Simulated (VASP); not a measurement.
Set up this calculation in VASP 6.6.1, as the native input.

* Task: single point
* Functional: r2SCAN
* Potentials or basis: VASP PAW PBE potentials, release 64 (Sn_d, O)
* Cutoff: 520 eV
* k mesh: 6 × 6 × 8
* Occupations: gaussian, width 0.02 eV
* Spin: no spin polarisation
* Dipole correction: no
* Further INCAR settings: ALGO = Normal; EDIFF = 1e-06; NBANDS = 35

SnO2:

```
Sn O
1.0
     4.75920    0.00000    0.00000
     0.00000    4.75920    0.00000
     0.28811    0.00000    3.20127
Sn O
2 4
Direct
  0.50000 0.50000 0.50000
  0.00000 0.00000 0.00000
  0.19884 0.80998 0.48854
  0.80116 0.19002 0.51146
  0.30116 0.30998 0.01146
  0.69884 0.69002 0.98854
```

These files were run (other wordings do the same):

POSCAR

```
SnO2
1.0
    4.7592005654      0.0000000000      0.0000000000
    0.0000000000      4.7592005654      0.0000000000
    0.2881142968      0.0000000000      3.2012699648
Sn O
2 4
Direct
    0.5000000000      0.5000000000      0.5000000000
    0.0000000000      0.0000000000      0.0000000000
    0.1988351805      0.8099762774      0.4885388368
    0.8011648195      0.1900237226      0.5114611632
    0.3011648195      0.3099762774      0.0114611632
    0.6988351805      0.6900237226     -0.0114611632
```

INCAR.step1

```
SYSTEM = SnO2
PREC     = Accurate       ! precision mode
ENCUT    = 520            ! plane-wave cutoff, eV
ISMEAR   = 0              ! smearing method
SIGMA    = 0.02           ! smearing width, eV
LREAL    = .False.        ! projectors in reciprocal space
LASPH    = .True.         ! aspherical terms in the spheres
NELM     = 60             ! most SCF steps
NBANDS   = 35             ! bands
GGA      = PE             ! functional
ALGO     = Normal         ! electronic algorithm
EDIFF    = 1E-4           ! SCF threshold, eV
LWAVE    = .True.         ! write WAVECAR
LCHARG   = .False.        ! write CHGCAR
```

INCAR.step2

```
SYSTEM = SnO2
PREC     = Accurate       ! precision mode
ENCUT    = 520            ! plane-wave cutoff, eV
EDIFF    = 1E-6           ! SCF threshold, eV
ISMEAR   = 0              ! smearing method
SIGMA    = 0.02           ! smearing width, eV
LREAL    = .False.        ! projectors in reciprocal space
LASPH    = .True.         ! aspherical terms in the spheres
NELM     = 60             ! most SCF steps
ALGO     = Normal         ! electronic algorithm
ISIF     = 2              ! what is computed and relaxed
LWAVE    = .False.        ! write WAVECAR
LCHARG   = .False.        ! write CHGCAR
METAGGA  = R2SCAN         ! meta-GGA
LMIXTAU  = .True.       
NBANDS   = 35             ! bands
ISTART   = 1
```

KPOINTS

```
Automatic mesh
0
Gamma
  6 6 8
  0 0 0
```

Potentials or basis: VASP PAW PBE potentials, release 64 (Sn_d, O).

Command:

```sh
$ cat potpaw_PBE.64/Sn_d/POTCAR potpaw_PBE.64/O/POTCAR > POTCAR
$ cp INCAR.step1 INCAR
$ mpirun -np 1 vasp_std > vasp.out
$ cp INCAR.step2 INCAR
$ mpirun -np 1 vasp_std > vasp.out
```

Results of the run:

```
Pressure               : 1.2 GPa
Largest force          : 0.036 eV/Å
Band gap on the k mesh : 1.69 eV
```

Caveat: the PAW data sets were made with another functional, which shifts forces and pressure a little; spin-orbit coupling is left out, which moves the levels of the heavy elements.

It took 4.4 min on 1 thread of Intel(R) Xeon(R) 6975P-C (Granite Rapids), on a shared host, peak memory 0.32 GiB.
